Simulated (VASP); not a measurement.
Wanted: the native input for a VASP 6.6.1 run.

```
Task                   : single point
Functional             : PBE
Potentials or basis    : VASP PAW PBE potentials, release 64 (Si, Te)
Cutoff                 : 500 eV
k mesh                 : 8 × 8 × 2
Occupations            : gaussian, width 0.2 eV
Spin                   : no spin polarisation
Dipole correction      : no
Further INCAR settings : ALGO = Normal; EDIFF = 1e-06; NBANDS = 28
```

The structure of Si3Te lies in POSCAR:

```
Si3Te
1.0
    3.0824348028      0.0000000000      0.0000000000
    0.0000000000      3.0824348028      0.0000000000
    0.0000000000      0.0000000000     17.3651834176
Si Te
6 2
Direct
    0.0000000000      0.0000000000      0.2500000000
    0.0000000000      0.0000000000      0.7500000000
    0.5000000000      0.5000000000      0.1708586782
    0.5000000000      0.5000000000      0.6708586782
    0.5000000000      0.5000000000      0.3291413218
    0.5000000000      0.5000000000      0.8291413218
    0.0000000000      0.0000000000      0.0000000000
    0.0000000000      0.0000000000      0.5000000000
```

One way to write it, as run:

INCAR

```
PREC     = Accurate       # precision mode
ENCUT    = 500            # plane-wave cutoff, eV
EDIFF    = 1E-6           # SCF threshold, eV
ISMEAR   = 0              # smearing method
SIGMA    = 0.2            # smearing width, eV
LREAL    = False          # projectors in reciprocal space
LASPH    = True           # aspherical terms in the spheres
NELM     = 120            # most SCF steps
ALGO     = Normal         # electronic algorithm
ISIF     = 2              # what is computed and relaxed
LWAVE    = False          # write WAVECAR
LCHARG   = True           # write CHGCAR
GGA      = PE             # functional
LELF     = True           # ELF
LVHAR    = True         
NBANDS   = 28             # bands
GGA_COMPAT= False
```

KPOINTS

```
Automatic mesh
0
Gamma
  8 8 2
```

Potentials or basis: VASP PAW PBE potentials, release 64 (Si, Te).

The run is started by

```sh
$ cat potpaw_PBE.64/Si/POTCAR potpaw_PBE.64/Te/POTCAR > POTCAR
$ mpirun -np 1 vasp_std > vasp.out
```

Results of the run:

| Quantity | Value |
| --- | --- |
| Pressure | 0.3 GPa |
| Largest force | 0.164 eV/Å |
| Band gap on the k mesh | zero (bands 18 and 19 overlap by 4.23 eV) |

Caveat: spin-orbit coupling is left out, which moves the levels of the heavy elements.

It took 3.1 min on 1 thread of Intel Xeon 8259CL (shared host), peak memory 0.28 GiB.
